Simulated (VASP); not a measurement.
# PN: single point with PBE

The system is PN.

```
CELL_PARAMETERS angstrom
3.49503 0.00000 0.00446
0.00000 6.05725 0.00000
-2.28004 0.00000 3.84278
ATOMIC_POSITIONS crystal
P 0.86187 0.93700 0.66670
P 0.86187 0.56300 0.16670
P 0.13813 0.43700 0.83330
P 0.13813 0.06300 0.33330
N 0.88140 0.83430 0.03745
N 0.88140 0.66570 0.53745
N 0.11860 0.33430 0.46255
N 0.11860 0.16570 0.96255
```

```yaml
Program: VASP 6.6.1
Task: single point
Functional: PBE
Potentials_or_basis: VASP PAW PBE potentials, release 64 (P, N)
Cutoff: 520 eV
k_mesh: 10 × 6 × 8
Occupations: gaussian, width 0.02 eV
Spin: no spin polarisation
```

```
Pressure               : -1.0 GPa
Largest force          : 0.062 eV/Å
Band gap on the k mesh : 1.03 eV
```

Forces in eV/Å, atoms in the order of the input:
```
P   -0.010 -0.039  0.048
P   -0.010  0.039  0.048
P    0.010 -0.039 -0.048
P    0.010  0.039 -0.048
N    0.024 -0.002 -0.006
N    0.024  0.002 -0.006
N   -0.024 -0.002  0.006
N   -0.024  0.002  0.006
```

Stress tensor (GPa, compression positive):
```
-0.43  0.00  0.28
 0.00 -1.39  0.00
 0.28  0.00 -1.07
```

Levels at points of the mesh, in eV from the valence-band top:
```csv
k point,band 18,band 19,band 20,band 21,band 22,band 23
"(0.00, 0.00, 0.00)",-2.66,-1.21,0.00,1.03,1.46,1.83
"(0.50, 0.00, 0.00)",-2.58,-1.48,-1.25,1.54,2.94,4.14
"(0.00, 0.50, 0.00)",-3.16,-1.05,-1.05,1.48,1.48,2.52
"(0.50, 0.50, 0.00)",-2.11,-1.24,-1.24,3.16,3.16,4.20
"(0.00, 0.00, 0.50)",-2.83,-1.12,-1.12,2.06,2.06,2.97
"(0.50, 0.00, 0.50)",-4.21,-2.03,-2.03,1.97,1.97,3.30
"(0.00, 0.50, 0.50)",-3.24,-0.18,-0.18,1.35,1.35,2.47
"(0.50, 0.50, 0.50)",-2.84,-2.83,-2.83,2.46,2.46,3.28
```

Wall time 5.3 min on 1 thread of Intel(R) Xeon(R) Platinum 8259CL CPU @ 2.50GHz (Skylake/Cascade Lake), with other jobs on the host, peak memory 0.41 GiB.

A k mesh can miss the band edges.
